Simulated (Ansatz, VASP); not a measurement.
**PtSe2: VASP beside Ansatz**

The input INCAR:

```
PREC     = Accurate       # precision mode
ENCUT    = 520            # plane-wave cutoff, eV
EDIFF    = 1E-6           # SCF threshold, eV
ISMEAR   = 1              # smearing method
SIGMA    = 0.025          # smearing width, eV
LREAL    = False          # projectors in reciprocal space
LASPH    = True           # aspherical terms in the spheres
NELM     = 60             # most SCF steps
ALGO     = Normal         # electronic algorithm
ISIF     = 2              # what is computed and relaxed
LWAVE    = False          # write WAVECAR
LCHARG   = False          # write CHGCAR
GGA      = PE             # functional
NBANDS   = 18             # bands
```

Contents of KPOINTS:

```
Automatic mesh
0
Gamma
  9 9 6
```

The input POSCAR:

```
PtSe2
1.0
    3.7240000000      0.0000000000      0.0000000000
   -1.8620000000      3.2250790000      0.0000000000
    0.0000000000      0.0000000000      5.0620000000
Pt Se
1 2
Direct
    0.0000000000      0.0000000000      0.0000000000
    0.3333333333      0.6666666667      0.2500000000
    0.6666666667      0.3333333333      0.7500000000
```

Input for Ansatz:

```yaml
crystal:
  lattice:
    - [3.724, 0.0, 0.0]
    - [-1.862, 3.225079, 0.0]
    - [0.0, 0.0, 5.062]
  atoms:
    - { symbol: Pt, position: [0.0, 0.0, 0.0] }
    - { symbol: Se, position: [0.3333333333333333, 0.6666666666666666, 0.25] }
    - { symbol: Se, position: [0.6666666666666666, 0.3333333333333333, 0.75] }
basis:
  ecutwfc: 435.382179935808
kpoints:
  mp_grid:
    grid: [9, 9, 6]
    shift: [0.0, 0.0, 0.0]
hamiltonian:
  xc: pbe
  pseudopotentials:
    kind: paw
scf:
  convergence:
    dr2_threshold: 1.0e-09
  occupations:
    method: methfessel_paxton
    width: 0.025
output:
  forces: true
  stress: true
```

Alike in both runs: task single point; functional PBE; k mesh 9 × 9 × 6; occupations methfessel-paxton of order 1, width 0.025 eV; no spin polarisation.

|  | VASP | Ansatz |
| --- | --- | --- |
| version | VASP 6.6.1 | Ansatz 0.2.0 |
| potentials or method | VASP PAW PBE potentials, release 64 (Pt, Se), cutoff 520 eV | plane waves, PAW |
| valence electrons in the cell | 22 | 50 |

|  | VASP | Ansatz | Ansatz less VASP |
| --- | --- | --- | --- |
| pressure (GPa) | 7.3 | 7.3 | 0.00 |
| traceless stress, the component that is largest in VASP (GPa) | -1.30 | -1.29 | +0.018 |
| rms of the force components (eV/Å) | 0.279 | 0.275 | -0.0034 |

Atom by atom the forces differ by 0.003 eV/Å (rms over components). With one functional, cell and mesh, what is left measures potentials, basis and numerics. VASP's potentials hold 22 valence electrons a cell and Ansatz's 50, so a difference there can come from the potentials and not from the codes. Ansatz's warnings: stress scf threshold loose.

Spin-orbit coupling is off throughout.
